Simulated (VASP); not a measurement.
Set up this calculation in VASP 6.6.1, as the native input.

* Task: single point
* Functional: r2SCAN
* Potentials or basis: VASP PAW PBE potentials, release 64 (Sr_sv, Pt, Sb)
* Cutoff: 520 eV
* k mesh: 6 × 6 × 6
* Occupations: fermi-dirac, width 0.1 eV
* Spin: no spin polarisation
* Dipole correction: no
* Further INCAR settings: ALGO = Normal; EDIFF = 1e-07; NBANDS = 39

Crystal: SrSb2Pt4.

```
Sr Pt Sb
1.0
     4.58356    0.00000    0.00000
    -2.29178    3.96948    0.00000
     0.00000   -2.64632    8.06697
Sr Pt Sb
1 4 2
Direct
  0.00000 0.00000 0.00000
  0.14162 0.28323 0.42485
  0.85838 0.71677 0.57515
  0.43416 0.86833 0.30249
  0.56584 0.13167 0.69751
  0.24988 0.49976 0.74965
  0.75012 0.50024 0.25035
```

These files were run (other wordings do the same):

POSCAR

```
SrSb2Pt4
1.0
    4.5835631559      0.0000002887      0.0000000947
   -2.2917818280      3.9694819886     -0.0000009495
    0.0000000000     -2.6463195886      8.0669676014
Sr Pt Sb
1 4 2
Direct
    0.0000000000      0.0000000000      0.0000000000
    0.1416166654      0.2832333309      0.4248499963
    0.8583833346      0.7167666691      0.5751500037
    0.4341643414      0.8683286828      0.3024930242
    0.5658356586      0.1316713172      0.6975069758
    0.2498823391      0.4997646782      0.7496470173
    0.7501176609      0.5002353218      0.2503529827
```

INCAR.step1

```
PREC = Accurate
ENCUT = 520
ISMEAR = -1
SIGMA = 0.1
LREAL = False
LASPH = True
NELM = 80
NBANDS = 39
GGA = PE
ALGO = Normal
EDIFF = 1E-4
LWAVE = True
LCHARG = False
```

INCAR.step2

```
PREC = Accurate
ENCUT = 520
EDIFF = 1E-7
ISMEAR = -1
SIGMA = 0.1
LREAL = False
LASPH = True
NELM = 80
ALGO = Normal
ISIF = 2
LWAVE = False
LCHARG = True
METAGGA = R2SCAN
LMIXTAU = True
LELF = True
LVHAR = True
NBANDS = 39
ISTART = 1
```

KPOINTS

```
Automatic mesh
0
Gamma
  6 6 6
```

Potentials or basis: VASP PAW PBE potentials, release 64 (Sr_sv, Pt, Sb).

The run is started by

```sh
$ cat potpaw_PBE.64/Sr_sv/POTCAR potpaw_PBE.64/Pt/POTCAR potpaw_PBE.64/Sb/POTCAR > POTCAR
$ cp INCAR.step1 INCAR
$ mpirun -np 1 vasp_std > vasp.out
$ cp INCAR.step2 INCAR
$ mpirun -np 1 vasp_std > vasp.out
```

Results of the run:

```json
{
 "Pressure": "-1.4 GPa",
 "Largest force": "0.017 eV/Å",
 "Band gap on the k mesh": "zero (bands 30 and 31 overlap by 1.79 eV)"
}
```

Caveat: the PAW data sets were made with another functional, which shifts forces and pressure a little; spin-orbit coupling is left out, which moves the levels of the heavy elements.

Run time: 20 min on 1 thread of Intel Xeon 8259CL, on a shared host, peak memory 0.42 GiB.
